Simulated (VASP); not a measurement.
# C18F in VASP: a series of runs

Runs on C18F. Level: PBE. Tasks: single point.

Everything below comes from runs of VASP 6.6.1. Logs are shortened: lines on timing, memory, paths and dates and some standing lists are left out, and cuts for length are marked.

## (1) The cell of the first run

The cell holds a slab with vacuum, 19 atoms: a = 7.398 Å, b = 7.398 Å, c = 12.000 Å, α = 90.00°, β = 90.00°, γ = 120.00°.

## (2) Single point, PBE, collinear spin, zero start

Contents of INCAR:

```
SYSTEM = C18F
PREC     = Accurate       ! precision mode
ENCUT    = 520            ! plane-wave cutoff, eV
EDIFF    = 1E-7           ! SCF threshold, eV
ISMEAR   = 0              ! smearing method
SIGMA    = 0.05           ! smearing width, eV
LREAL    = Auto         
LASPH    = .True.         ! aspherical terms in the spheres
NELM     = 150            ! most SCF steps
ALGO     = Normal         ! electronic algorithm
ISIF     = 2              ! what is computed and relaxed
LWAVE    = .False.        ! write WAVECAR
LCHARG   = .False.        ! write CHGCAR
ISPIN    = 2              ! spin polarisation
MAGMOM   = 0 0 0 0 0 0 0 0 0 0 0 0 0 0 0 0 0 0 0 ! initial moments
LORBIT   = 11             ! projections on sites
GGA      = PE             ! functional
NBANDS   = 58             ! bands
```

Contents of KPOINTS:

```
regular mesh
0
Gamma
  2 2 1
  0 0 0
```

Contents of POSCAR:

```
C18F
1.0
    7.3980000000      0.0000000000      0.0000000000
   -3.6990000000      6.4068560000      0.0000000000
    0.0000000000      0.0000000000     12.0000000000
C F
18 1
Direct
   -0.0017582546     -0.0069809591      0.0830475833
    0.2196418770      0.1032707774      0.0788508333
   -0.0019389080      0.3255328355      0.0768605833
    0.2202496258      0.4367906817      0.0773177500
   -0.0007243357      0.6577497606      0.0797420000
    0.2201359238      0.7698660622      0.0771942500
    0.3313488872     -0.0073671080      0.0786697500
    0.5533396336      0.1037076532      0.0785454167
    0.3311796844      0.3258281441      0.0773130000
    0.5537255118      0.4373488338      0.0789053333
    0.3314858996      0.6589631482      0.0768939167
    0.5540475983      0.7701860320      0.0794798333
    0.6642700234     -0.0072166442      0.0795670833
    0.8868846974      0.1029759370      0.0794235833
    0.6644229274      0.3257060874      0.0786863333
    0.8871894302      0.4369100851      0.0771857500
    0.6639767154      0.6587725711      0.0830948333
    0.8879107069      0.7690787806      0.0979807500
    0.9148642233      0.7420688088      0.2487408333
```

Potentials or basis: VASP PAW PBE potentials, release 64 (C, F).

The run is started by

```bash
$ cat potpaw_PBE.64/C/POTCAR potpaw_PBE.64/F/POTCAR > POTCAR
$ mpirun -np 1 vasp_std > vasp.out
```

OUTCAR:

```text
SYSTEM = C18F
   PREC = Accurate
   ENCUT = 520
   EDIFF = 1E-7
   ISMEAR = 0
   LREAL = Auto
   LASPH = .True.
   NELM = 150
   ISIF = 2
   ISPIN = 2
   LORBIT = 11
   GGA = PE

 ion  position               nearest neighbor table
   1  0.998  0.993  0.083-  14 1.42   2 1.42  18 1.45
   2  0.220  0.103  0.079-   1 1.42   7 1.42   9 1.43
   3  0.998  0.326  0.077-   4 1.42  16 1.42  14 1.43
   4  0.220  0.437  0.077-   9 1.42  11 1.42   3 1.42
   5  0.999  0.658  0.080-  16 1.42   6 1.42  18 1.44
   6  0.220  0.770  0.077-   5 1.42  11 1.42   7 1.43
[... 9 lines left out ...]
  16  0.887  0.437  0.077-   5 1.42   3 1.42  15 1.43
  17  0.664  0.659  0.083-  12 1.42  10 1.42  18 1.45
  18  0.888  0.769  0.098-   5 1.44  17 1.45   1 1.45  19 1.84
  19  0.915  0.742  0.249-  18 1.84

  LATTYP: Found a hexagonal cell.
 ALAT       =     7.3980000000
 C/A-ratio  =     1.6220600162

  Lattice vectors:

 A1 = (   7.3980000000,   0.0000000000,   0.0000000000)
 A2 = (  -3.6990000000,   6.4068560000,   0.0000000000)
 A3 = (   0.0000000000,   0.0000000000,  12.0000000000)

Analysis of symmetry for initial positions (statically):
=====================================================================
 Subroutine PRICEL returns:
 Original cell was already a primitive cell.

 Routine SETGRP: Setting up the symmetry group for a
 hexagonal supercell.

 Subroutine GETGRP returns: Found  1 space group operations
 (whereof  1 operations were pure point group operations)
 out of a pool of 24 trial point group operations.

The static configuration has the point symmetry C_1 .

Analysis of symmetry for dynamics (positions and initial velocities):
=====================================================================
 Subroutine PRICEL returns:
 Original cell was already a primitive cell.

 Routine SETGRP: Setting up the symmetry group for a
 hexagonal supercell.

 Subroutine GETGRP returns: Found  1 space group operations
 (whereof  1 operations were pure point group operations)
 out of a pool of 24 trial point group operations.

The dynamic configuration has the point symmetry C_1 .

Analysis of structural, dynamic, and magnetic symmetry:
=====================================================================
 Subroutine PRICEL returns:
 Original cell was already a primitive cell.

 Routine SETGRP: Setting up the symmetry group for a
 hexagonal supercell.

 Subroutine GETGRP returns: Found  1 space group operations
 (whereof  1 operations were pure point group operations)
 out of a pool of 24 trial point group operations.

The overall configuration has the point symmetry C_1 .

 Subroutine INISYM returns: Found  1 space group operations
 (whereof  1 operations are pure point group operations),
 and found     1 'primitive' translations

----------------------------------------------------------------------------------------

                                     Primitive cell

  volume of cell :     568.7750

  direct lattice vectors                    reciprocal lattice vectors
     7.398000000  0.000000000  0.000000000     0.135171668  0.078041398  0.000000000
    -3.699000000  6.406856000  0.000000000     0.000000000  0.156082796  0.000000000
     0.000000000  0.000000000 12.000000000     0.000000000  0.000000000  0.083333333

  length of vectors
     7.398000000  7.398000054 12.000000000     0.156082797  0.156082796  0.083333333

  position of ions in fractional coordinates (direct lattice)
     0.998241745  0.993019041  0.083047583
     0.219641877  0.103270777  0.078850833
     0.998061092  0.325532835  0.076860583
     0.220249626  0.436790682  0.077317750
     0.999275664  0.657749761  0.079742000
     0.220135924  0.769866062  0.077194250
[... 11 lines left out ...]
     0.887910707  0.769078781  0.097980750
     0.914864223  0.742068809  0.248740833

  ion indices of the primitive-cell ions
   primitive index   ion index
                 1           1
                 2           2
                 3           3
                 4           4
                 5           5
                 6           6
[... 11 lines left out ...]
                18          18
                19          19

----------------------------------------------------------------------------------------

 KPOINTS: regular mesh

Automatic generation of k-mesh.
 Grid dimensions read from file:
 generate k-points for:    2    2    1

 Generating k-lattice:

  Cartesian coordinates                     Fractional coordinates (reciprocal lattice)
     0.067585834  0.039020699  0.000000000     0.500000000  0.000000000  0.000000000
     0.000000000  0.078041398  0.000000000     0.000000000  0.500000000  0.000000000
     0.000000000  0.000000000  0.083333333     0.000000000  0.000000000  1.000000000

  Length of vectors
     0.078041399  0.078041398  0.083333333

  Shift w.r.t. Gamma in fractional coordinates (k-lattice)
     0.000000000  0.000000000  0.000000000

 Subroutine IBZKPT returns following result:
 ===========================================

 Found      4 irreducible k-points:

 Following reciprocal coordinates:
            Coordinates               Weight
  0.000000  0.000000  0.000000      1.000000
  0.500000  0.000000  0.000000      1.000000
  0.000000  0.500000  0.000000      1.000000
  0.500000  0.500000  0.000000      1.000000
   k-points           NKPTS =      4   k-points in BZ     NKDIM =      4   number of bands    NBANDS=     58
   number of dos      NEDOS =    301   number of ions     NIONS =     19
   total plane-waves  NPLWV = 282240
   dimension x,y,z NGX =    56 NGY =   56 NGZ =   90
   dimension x,y,z NGXF=   112 NGYF=  112 NGZF=  180
   ions per type =              18   1
   NGX,Y,Z   is equivalent  to a cutoff of  12.58, 12.58, 12.47 a.u.
   NGXF,Y,Z  is equivalent  to a cutoff of  25.17, 25.17, 24.94 a.u.
 SYSTEM =  C18F
   PREC   = accura    normal or accurate (medium, high low for compatibility)
   ISTART =      0    job   : 0-new  1-cont  2-samecut
   ICHARG =      2    charge: 1-file 2-atom 10-const
   ISPIN  =      2    spin polarized calculation?
   LNONCOLLINEAR =      F non collinear calculations
   LSORBIT =      F    spin-orbit coupling
   LASPH  =      T    aspherical Exc in radial PAW
   ENCUT  =  520.0 eV  38.22 Ry    6.18 a.u.  13.76 13.76 22.31*2*pi/ulx,y,z
   NELM   =    150;   NELMIN=  2; NELMDL= -5     # of ELM steps
   EDIFF  = 0.1E-06   stopping-criterion for ELM
   LREAL  =      T    real-space projection
   EDIFFG = 0.1E-05   stopping-criterion for IOM
   NSW    =      0    number of steps for IOM
   IBRION =     -1    ionic relax: 0-MD 1-quasi-New 2-CG
   NFREE  =      0    steps in history (QN), initial steepest desc. (CG)
   ISIF   =      2    stress and relaxation
   ISYM   =      2    0-nonsym 1-usesym 2-fastsym
   POTIM  = 0.5000    time-step for ionic-motion
   TEBEG  =    0.0;   TEEND  =   0.0 temperature during run
   PSTRESS=    0.0 pullay stress
   NELECT =      79.0000    total number of electrons
   NUPDOWN=      -1.0000    fix difference up-down
   EMIN   =  10.00;   EMAX   =-10.00  energy-range for DOS
   EFERMI =   0.00;   METHOD = LEGACY
   ISMEAR =     0;   SIGMA  =   0.05  broadening in eV -4-tet -1-fermi 0-gaus
   EFERMI_NEDOS =   21; number of points for ismear=-14 and -15
   IALGO  =     38    algorithm
   IMIX   =      4    mixing-type and parameters
     AMIX     =   0.40;   BMIX     =  1.00
     AMIX_MAG =   1.60;   BMIX_MAG =  1.00
  volume/ion in A,a.u.               =      29.94       202.01
  Fermi-wavevector in a.u.,A,eV,Ry     =   0.847820  1.602148  9.779852  0.718799
  Thomas-Fermi vector in A             =   1.963386
   LORBIT       =     11    0 simple, 1 ext, 2 COOP (PROOUT), +10 PAW based schemes
   GGA     = PE    functional components
   LHFCALC =     F    Hartree Fock is set to
   AEXX    =    0.0000 exact exchange contribution
   IVDW    =     0    specifies the selected vdW correction
   LEPSILON=     F    determine dielectric tensor
   LRPA    =     F    only Hartree local field effects (RPA)
 spin polarized calculation
 Gauss-broadening in eV      SIGMA  =   0.05
  energy-cutoff  :      520.00
  volume of cell :      568.78
 maximum number of plane-waves:     15363
 NGX is ok and might be reduce to    56
   NGX = 27   NGY = 27   NGZ = 45

 number of electron      78.9999999 magnetization      -0.0000000

 number of electron      78.9999999 magnetization       0.0000000

 Free energy of the ion-electron system (eV)
  ---------------------------------------------------
  ext. energy  EPLUGINS =         0.00000000
  ---------------------------------------------------
  free energy    TOTEN  =      -168.34225930 eV

  energy without entropy =     -168.34225930  energy(sigma->0) =     -168.34225930

 E-fermi :  -2.7654     XC(G=0):  -3.8259

 val. band max:       -2.9925627988   @ k =   0.0000   0.5000   0.0000
 cond. band min:      -2.3568501065   @ k =   0.0000   0.0000   0.0000
 fundamental gap:      0.6357126923
 Fermi energy:        -2.7653967103

 spin component 1

 k-point     1 :       0.0000    0.0000    0.0000
  band No.  band energies     occupation
      1     -23.4801      1.00000
      2     -21.8298      1.00000
      3     -19.3649      1.00000
      4     -19.3593      1.00000
      5     -19.3547      1.00000
      6     -19.3013      1.00000
[... 43 lines left out ...]
     50       2.9768      0.00000
     51       3.6185      0.00000
[... 160 lines left out ...]
     50       3.9917      0.00000
     51       4.0165      0.00000
 Fermi energy:        -2.7653967103

 spin component 2

 k-point     1 :       0.0000    0.0000    0.0000
  band No.  band energies     occupation
      1     -23.4801      1.00000
      2     -21.8298      1.00000
      3     -19.3649      1.00000
      4     -19.3593      1.00000
      5     -19.3547      1.00000
      6     -19.3013      1.00000
[... 43 lines left out ...]
     50       2.9768      0.00000
     51       3.6185      0.00000
[... 160 lines left out ...]
     50       3.9917      0.00000
     51       4.0165      0.00000
 [bands above 51 left out]

------------------------ aborting loop because EDIFF is reached ----------------------------------------

  FORCE on cell =-STRESS in cart. coord.  units (eV):
  Direction    XX          YY          ZZ          XY          YZ          ZX
  --------------------------------------------------------------------------------------
  -------------------------------------------------------------------------------------
  Total       -0.1006514     -0.2051548     -0.3058410     -0.1289371      0.4555907     -0.7915185
  in kB       -0.2835240     -0.5778987     -0.8615207     -0.3632017      1.2833493     -2.2296214
  external PRESSURE =      -0.5743145 kB  Pullay stress =       0.0000000 kB

 VOLUME and BASIS-vectors are now :
 -----------------------------------------------------------------------------
  energy-cutoff  :      520.00
  volume of cell :      568.78
      direct lattice vectors                 reciprocal lattice vectors
     7.398000000  0.000000000  0.000000000     0.135171668  0.078041398  0.000000000
    -3.699000000  6.406856000  0.000000000     0.000000000  0.156082796  0.000000000
     0.000000000  0.000000000 12.000000000     0.000000000  0.000000000  0.083333333

 POSITION                                       TOTAL-FORCE (eV/Angst)
 -----------------------------------------------------------------------------------
      3.71182      6.36213      0.99657         0.020782     -0.008884      0.059331
      1.24291      0.66164      0.94621         0.021399     -0.009304      0.001756
      6.17951      2.08564      0.92233         0.024077     -0.014663     -0.032233
      0.01372      2.79845      0.92781         0.016761     -0.018103     -0.024616
      4.95963      4.21411      0.95690         0.044243     -0.020179     -0.084803
     -1.21917      4.93242      0.92633         0.015094     -0.015925     -0.047602
[... 11 lines left out ...]
      3.72394      4.92738      1.17577         0.042382     -0.017809      0.204752
      4.02325      4.75433      2.98489        -0.398285      0.228872     -0.090332
 -----------------------------------------------------------------------------------
    total drift:                                0.012060      0.006472      0.030234

  FREE ENERGIE OF THE ION-ELECTRON SYSTEM (eV)
  ---------------------------------------------------
  free  energy   TOTEN  =      -168.3422593022 eV

  energy  without entropy=     -168.3422593022  energy(sigma->0) =     -168.34225930

 total charge

# of ion       s       p       d       tot
------------------------------------------
    1        0.862   1.780   0.000   2.643
    2        0.865   1.778   0.000   2.643
    3        0.865   1.776   0.000   2.641
    4        0.863   1.790   0.000   2.652
    5        0.868   1.776   0.000   2.643
    6        0.865   1.782   0.000   2.646
[... 11 lines left out ...]
   18        0.855   1.697   0.000   2.552
   19        1.750   4.254   0.000   6.004
--------------------------------------------------
tot         17.292  36.216   0.000  53.508

 magnetization (x)

# of ion       s       p       d       tot
------------------------------------------
    1       -0.000  -0.000   0.000  -0.000
    2       -0.000  -0.000   0.000  -0.000
    3        0.000   0.000   0.000   0.000
    4       -0.000  -0.000   0.000  -0.000
    5       -0.000   0.000   0.000  -0.000
    6        0.000   0.000   0.000   0.000
[... 11 lines left out ...]
   18       -0.000   0.000   0.000   0.000
   19       -0.000  -0.000   0.000  -0.000
--------------------------------------------------
tot         -0.000  -0.000   0.000  -0.000
```

Run time: 15 min. Hardware: 1 thread of Oxide Virtual Turin-like, shared host; peak memory 0.82 GiB.

Results:

```yaml
Free_energy: -168.3423 eV
Largest_force: 0.468 eV/Å
Net_moment: 0.00 μB per cell
Valence_electrons_inside_the_program's_atomic_spheres: C 2.64, 2.65, 2.55 (each value once); F 6.00
```

Forces on the atoms (eV/Å):
```
C    0.021 -0.009  0.059
C    0.021 -0.009  0.002
C    0.024 -0.015 -0.032
C    0.017 -0.018 -0.025
C    0.044 -0.020 -0.085
C    0.015 -0.016 -0.048
C    0.019 -0.008 -0.001
C    0.021 -0.019  0.012
C    0.014 -0.011 -0.019
C    0.013 -0.006  0.003
C    0.027 -0.003 -0.033
C    0.029 -0.024  0.016
C    0.015 -0.003  0.009
C    0.023 -0.018  0.016
C    0.016 -0.016 -0.001
C    0.025 -0.012 -0.046
C    0.010 -0.003  0.058
C    0.042 -0.018  0.205
F   -0.398  0.229 -0.090
```

Caveat: the k points lie up to 0.49 Å⁻¹ apart; there is no dipole correction, which matters where the two faces differ; no moment was typed at the start, so none could form.

[end of part 1 of 2]
